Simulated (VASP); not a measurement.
# Fe (Im-3m) in VASP: single point with PBE

Aim: the single point of Fe with PBE.

Program: VASP 6.6.1. These are calculated values, not measurements. Logs are shortened: lines on timing, memory, paths and dates and some standing lists are left out, and cuts for length are marked.

### Step 1. The cell of the first run

The structure is cubic, space group Im-3m (No. 229). Conventional cell: a = 2.881 Å, b = 2.881 Å, c = 2.881 Å, α = 90.00°, β = 90.00°, γ = 90.00°. Within 3.3 Å of Fe (site symmetry m-3m) lie 14 Fe at 2.50 to 2.88 Å.

### Step 2. Single point, PBE, non-collinear spin, typed start, spin-orbit coupling

INCAR reads:

```
PREC = Accurate
ENCUT = 520
EDIFF = 1E-6
ISMEAR = 0
SIGMA = 0.1
LREAL = False
LASPH = True
NELM = 150
ALGO = Normal
ISIF = 2
LWAVE = False
LCHARG = False
MAGMOM = 0 0 2.2
LORBIT = 11
LSORBIT = True
GGA_COMPAT = False
LORBMOM = True
LMAXMIX = 4
GGA = PE
NBANDS = 19
```

KPOINTS reads:

```
regular mesh
0
Gamma
  5 5 5
```

POSCAR reads:

```
Fe
1.0
   -1.4405000000      1.4405000000      1.4405000000
    1.4405000000     -1.4405000000      1.4405000000
    1.4405000000      1.4405000000     -1.4405000000
Fe
1
Direct
    0.0000000000      0.0000000000      0.0000000000
```

Potentials or basis: VASP PAW PBE potentials, release 64 (Fe).

Launch:

```console
cat potpaw_PBE.64/Fe/POTCAR > POTCAR
mpirun -np 1 vasp_ncl > vasp.out
```

OUTCAR:

```text
PREC = Accurate
   ENCUT = 520
   EDIFF = 1E-6
   ISMEAR = 0
   LREAL = False
   LASPH = True
   NELM = 150
   ISIF = 2
   LORBIT = 11
   LSORBIT = True
   GGA = PE

 ion  position               nearest neighbor table
   1  0.000  0.000  0.000-

  LATTYP: Found a body centered cubic cell.
 ALAT       =     2.8810000000

  Lattice vectors:

 A1 = (  -1.4405000000,   1.4405000000,   1.4405000000)
 A2 = (   1.4405000000,  -1.4405000000,   1.4405000000)
 A3 = (   1.4405000000,   1.4405000000,  -1.4405000000)

Analysis of symmetry for initial positions (statically):
=====================================================================
 Subroutine PRICEL returns:
 Original cell was already a primitive cell.

 Routine SETGRP: Setting up the symmetry group for a
 body centered cubic supercell.

 Subroutine GETGRP returns: Found 48 space group operations
 (whereof 48 operations were pure point group operations)
 out of a pool of 48 trial point group operations.

The static configuration has the point symmetry O_h .

Analysis of symmetry for dynamics (positions and initial velocities):
=====================================================================
 Subroutine PRICEL returns:
 Original cell was already a primitive cell.

 Routine SETGRP: Setting up the symmetry group for a
 body centered cubic supercell.

 Subroutine GETGRP returns: Found 48 space group operations
 (whereof 48 operations were pure point group operations)
 out of a pool of 48 trial point group operations.

The dynamic configuration has the point symmetry O_h .

Analysis of structural, dynamic, and magnetic symmetry:
=====================================================================
 Subroutine PRICEL returns:
 Original cell was already a primitive cell.

 Routine SETGRP: Setting up the symmetry group for a
 body centered cubic supercell.

 Subroutine GETGRP returns: Found  8 space group operations
 (whereof  8 operations were pure point group operations)
 out of a pool of 48 trial point group operations.

The overall configuration has the point symmetry C_4h.

 Subroutine INISYM returns: Found  8 space group operations
 (whereof  8 operations are pure point group operations),
 and found     1 'primitive' translations

----------------------------------------------------------------------------------------

                                     Primitive cell

  volume of cell :      11.9564

  direct lattice vectors                    reciprocal lattice vectors
    -1.440500000  1.440500000  1.440500000     0.000000000  0.347101701  0.347101701
     1.440500000 -1.440500000  1.440500000     0.347101701  0.000000000  0.347101701
     1.440500000  1.440500000 -1.440500000     0.347101701  0.347101701  0.000000000

  length of vectors
     2.495019188  2.495019188  2.495019188     0.490875933  0.490875933  0.490875933

  position of ions in fractional coordinates (direct lattice)
     0.000000000  0.000000000  0.000000000

  ion indices of the primitive-cell ions
   primitive index   ion index
                 1           1

----------------------------------------------------------------------------------------

 KPOINTS: regular mesh

Automatic generation of k-mesh.
 Grid dimensions read from file:
 generate k-points for:    5    5    5

 Generating k-lattice:

  Cartesian coordinates                     Fractional coordinates (reciprocal lattice)
     0.000000000  0.069420340  0.069420340     0.200000000  0.000000000  0.000000000
     0.069420340  0.000000000  0.069420340     0.000000000  0.200000000  0.000000000
     0.069420340  0.069420340  0.000000000     0.000000000  0.000000000  0.200000000

  Length of vectors
     0.098175187  0.098175187  0.098175187

  Shift w.r.t. Gamma in fractional coordinates (k-lattice)
     0.000000000  0.000000000  0.000000000

 Subroutine IBZKPT returns following result:
 ===========================================

 Found     21 irreducible k-points:

[... 40 lines left out ...]
   NELM   =    150;   NELMIN=  2; NELMDL= -5     # of ELM steps
   EDIFF  = 0.1E-05   stopping-criterion for ELM
   LREAL  =      F    real-space projection
   EDIFFG = 0.1E-04   stopping-criterion for IOM
   NSW    =      0    number of steps for IOM
   IBRION =     -1    ionic relax: 0-MD 1-quasi-New 2-CG
   NFREE  =      0    steps in history (QN), initial steepest desc. (CG)
   ISIF   =      2    stress and relaxation
   ISYM   =      2    0-nonsym 1-usesym 2-fastsym
   POTIM  = 0.5000    time-step for ionic-motion
   TEBEG  =    0.0;   TEEND  =   0.0 temperature during run
   PSTRESS=    0.0 pullay stress
   NELECT =       8.0000    total number of electrons
   NUPDOWN=      -1.0000    fix difference up-down
   EMIN   =  10.00;   EMAX   =-10.00  energy-range for DOS
   EFERMI =   0.00;   METHOD = LEGACY
   ISMEAR =     0;   SIGMA  =   0.10  broadening in eV -4-tet -1-fermi 0-gaus
   EFERMI_NEDOS =   21; number of points for ismear=-14 and -15
   IALGO  =     38    algorithm
   IMIX   =      4    mixing-type and parameters
     AMIX     =   0.40;   BMIX     =  1.00
     AMIX_MAG =   1.60;   BMIX_MAG =  1.00
  volume/ion in A,a.u.               =      11.96        80.69
  Fermi-wavevector in a.u.,A,eV,Ry     =   1.431874  2.705850 27.895536  2.050264
  Thomas-Fermi vector in A             =   2.551563
   LORBIT       =     11    0 simple, 1 ext, 2 COOP (PROOUT), +10 PAW based schemes
   GGA     = PE    functional components
   LHFCALC =     F    Hartree Fock is set to
   AEXX    =    0.0000 exact exchange contribution
   IVDW    =     0    specifies the selected vdW correction
   LEPSILON=     F    determine dielectric tensor
   LRPA    =     F    only Hartree local field effects (RPA)
 Gauss-broadening in eV      SIGMA  =   0.10
  energy-cutoff  :      520.00
  volume of cell :       11.96
 maximum number of plane-waves:       658
   NGX =  9   NGY =  9   NGZ =  9

 number of electron       8.0000000 magnetization       0.0000000      0.0000000      2.2000000

 number of electron       7.9999995 magnetization      -0.0000000     -0.0000000      2.1214679

 number of electron       7.9999995 magnetization       0.0000000     -0.0000000      2.1219578

 Free energy of the ion-electron system (eV)
  ---------------------------------------------------
  ext. energy  EPLUGINS =         0.00000000
  ---------------------------------------------------
  free energy    TOTEN  =        -8.17942625 eV

  energy without entropy =       -8.17039366  energy(sigma->0) =       -8.17490995

 E-fermi :   5.2132     XC(G=0): -12.8415

 val. band max:        5.2111368910   @ k =   0.2000  -0.4000   0.4000
 cond. band min:       5.3227745965   @ k =   0.4000   0.0000   0.0000
 fundamental gap:      0.1116377055
 Fermi energy:         5.2132499843

 k-point     1 :       0.0000    0.0000    0.0000
  band No.  band energies     occupation
      1      -2.8333      1.00000
      2      -2.6619      1.00000
      3       3.0829      1.00000
      4       3.1102      1.00000
      5       3.1413      1.00000
      6       4.1335      1.00000
[... 439 lines left out ...]
      6       4.8336      1.00000
[... 11 lines left out ...]
     18      21.6244      0.00000
     19      22.3223      0.00000

------------------------ aborting loop because EDIFF is reached ----------------------------------------

  FORCE on cell =-STRESS in cart. coord.  units (eV):
  Direction    XX          YY          ZZ          XY          YZ          ZX
  --------------------------------------------------------------------------------------
  -------------------------------------------------------------------------------------
  Total       -0.7834811     -0.7834811     -0.7799600      0.0000002     -0.0000000      0.0000000
  in kB     -104.9879207   -104.9879207   -104.5160802      0.0000210     -0.0000000      0.0000000
  external PRESSURE =    -104.8306405 kB  Pullay stress =       0.0000000 kB

 VOLUME and BASIS-vectors are now :
 -----------------------------------------------------------------------------
  energy-cutoff  :      520.00
  volume of cell :       11.96
      direct lattice vectors                 reciprocal lattice vectors
    -1.440500000  1.440500000  1.440500000     0.000000000  0.347101701  0.347101701
     1.440500000 -1.440500000  1.440500000     0.347101701  0.000000000  0.347101701
     1.440500000  1.440500000 -1.440500000     0.347101701  0.347101701  0.000000000

 POSITION                                       TOTAL-FORCE (eV/Angst)
 -----------------------------------------------------------------------------------
      0.00000      0.00000      0.00000        -0.000000      0.000000      0.000000
 -----------------------------------------------------------------------------------
    total drift:                               -0.000000     -0.000000     -0.000000

  FREE ENERGIE OF THE ION-ELECTRON SYSTEM (eV)
  ---------------------------------------------------
  free  energy   TOTEN  =        -8.1794262521 eV

  energy  without entropy=       -8.1703936562  energy(sigma->0) =       -8.17490995

 orbital moment (x)

 # of ion     p       d       tot
 ----------------------------------------
  1        -0.000   0.000   0.000
 ----------------------------------------
           -0.000   0.000   0.000

 orbital moment (y)

 # of ion     p       d       tot
 ----------------------------------------
  1        -0.000  -0.000  -0.000
 ----------------------------------------
           -0.000  -0.000  -0.000

 orbital moment (z)

 # of ion     p       d       tot
 ----------------------------------------
  1         0.000   0.051   0.051
 ----------------------------------------
            0.000   0.051   0.051

 Spin-Orbit-Coupling matrix elements

 Ion:    1  E_soc:     -0.0132704
 l=   1
     0.0000000    -0.0003270    -0.0003003
    -0.0003270     0.0000000    -0.0003270
    -0.0003003    -0.0003270     0.0000000
 l=   2
     0.0000000    -0.0004904     0.0000000    -0.0004904    -0.0013269
    -0.0004904     0.0000000    -0.0010822    -0.0004811    -0.0003639
     0.0000000    -0.0010822     0.0000000    -0.0010822     0.0000000
    -0.0004904    -0.0004811    -0.0010822     0.0000000    -0.0003639
    -0.0013269    -0.0003639     0.0000000    -0.0003639     0.0000000
 l=   3
     0.0000000     0.0000000     0.0000000     0.0000000     0.0000000     0.0000000     0.0000000
     0.0000000     0.0000000     0.0000000     0.0000000     0.0000000     0.0000000     0.0000000
     0.0000000     0.0000000     0.0000000     0.0000000     0.0000000     0.0000000     0.0000000
     0.0000000     0.0000000     0.0000000     0.0000000     0.0000000     0.0000000     0.0000000
     0.0000000     0.0000000     0.0000000     0.0000000     0.0000000     0.0000000     0.0000000
     0.0000000     0.0000000     0.0000000     0.0000000     0.0000000     0.0000000     0.0000000
     0.0000000     0.0000000     0.0000000     0.0000000     0.0000000     0.0000000     0.0000000

 total charge

# of ion       s       p       d       tot
------------------------------------------
    1        0.465   0.510   6.186   7.162

 magnetization (x)

# of ion       s       p       d       tot
------------------------------------------
    1        0.000   0.000   0.000   0.000

 magnetization (y)

# of ion       s       p       d       tot
------------------------------------------
    1        0.000   0.000  -0.000   0.000

 magnetization (z)

# of ion       s       p       d       tot
------------------------------------------
    1       -0.013  -0.047   2.183   2.123
```

Run time: 2.2 min. Hardware: 1 thread of AMD EPYC 7R13, shared host; peak memory 0.13 GiB.

Results:

```yaml
Free_energy: -8.1794 eV
Pressure: -10.5 GPa
Net_moment: 2.12 μB per cell
Valence_electrons_inside_the_program's_atomic_spheres: Fe 7.16
```

Moments on the atoms (μB; x, y, z):
```
Fe  0.00 0.00 2.12
```

Caveat: the k points lie up to 0.62 Å⁻¹ apart.
